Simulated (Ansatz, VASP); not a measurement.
**Two plane-wave programs on BP**

```
B P
1.0
     0.00000    2.26900    2.26900
     2.26900    0.00000    2.26900
     2.26900    2.26900    0.00000
B P
1 1
Cartesian
  0.0000 0.0000 0.0000
  1.1345 1.1345 1.1345
```

Alike in both runs: task relaxation of cell and atoms; functional PBE; k mesh 8 × 8 × 8; no spin polarisation.

|  | VASP | Ansatz |
| --- | --- | --- |
| version | VASP 6.6.1 | Ansatz 0.2.0 |
| potentials or method | VASP PAW PBE potentials, release 64 (B, P), cutoff 500 eV | plane waves, PAW |
| occupations | gaussian, width 0.01 eV | fixed |
| valence electrons in the cell | 8 | 8 |

Ansatz gave:

| Property | Result |
| --- | --- |
| relaxed volume (Å³/atom) | 11.76 |
| relaxed cell length with the largest relative difference (Å) | 3.216 |

**Question.** Which values does VASP return?

**Answer.** Relaxed volume (Å³/atom): 11.75; relaxed cell length with the largest relative difference (Å): 3.215.

Ansatz's warnings: stress scf threshold loose.
